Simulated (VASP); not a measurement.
In2As2H: single point with PBE+D3(BJ)

In2As2H, a slab with vacuum:

```xyz
5
Lattice="4.3221 0.0000 0.0000 -2.1610 3.7430 0.0000 0.0000 0.0000 21.7387" Properties=species:S:1:pos:R:3 pbc="T T T"
As    0.0000    0.0000    4.0000
As    0.0000    2.4953    7.7327
In    0.0000    2.4953    4.8822
In    2.1610    1.2477    8.4387
H     1.6808    2.9112   11.7387
```

| Item | Value |
| --- | --- |
| Program | VASP 6.6.1 |
| Task | single point |
| Functional | PBE |
| Dispersion | D3(BJ) |
| Potentials or basis | VASP PAW PBE potentials, release 64 (As, In_d, H) |
| Cutoff | 520 eV |
| k mesh | 6 × 6 × 1 |
| Occupations | gaussian, width 0.1 eV |
| Spin | no spin polarisation |

* Largest force: 0.434 eV/Å
* Band gap on the k mesh: zero (an odd number of electrons rules out a gap without spin polarisation)
* Dispersion energy per atom: -0.173 eV

Forces on the atoms (eV/Å):
```
As   0.006 -0.006  0.053
As  -0.017  0.003 -0.203
In  -0.004  0.001  0.059
In  -0.004  0.087  0.425
H    0.020 -0.085 -0.335
```

Levels at points of the mesh, in eV from the Fermi level:
```tsv
k point	band 15	band 16	band 17	band 18	band 19	band 20	band 21	band 22
(0.00, 0.00, 0.00)	-0.92	-0.92	-0.32	0.27	0.27	0.45	1.32	3.10
(0.50, 0.00, 0.00)	-2.14	-1.98	-0.88	-0.61	0.01	1.17	2.00	2.57
(0.00, 0.50, 0.00)	-2.14	-1.99	-0.88	-0.59	0.08	1.08	1.92	2.57
(0.50, 0.50, 0.00)	-2.14	-1.98	-0.89	-0.58	0.01	1.10	1.98	2.59
```

It took 7.2 min on 1 thread of Intel(R) Xeon(R) Platinum 8259CL CPU @ 2.50GHz (Skylake/Cascade Lake), on a shared host, peak memory 0.51 GiB.

Caveat: spin-orbit coupling is left out, which moves the levels of the heavy elements; an odd number of electrons without spin polarisation forces a metal; a magnetic or distorted state may lie lower.
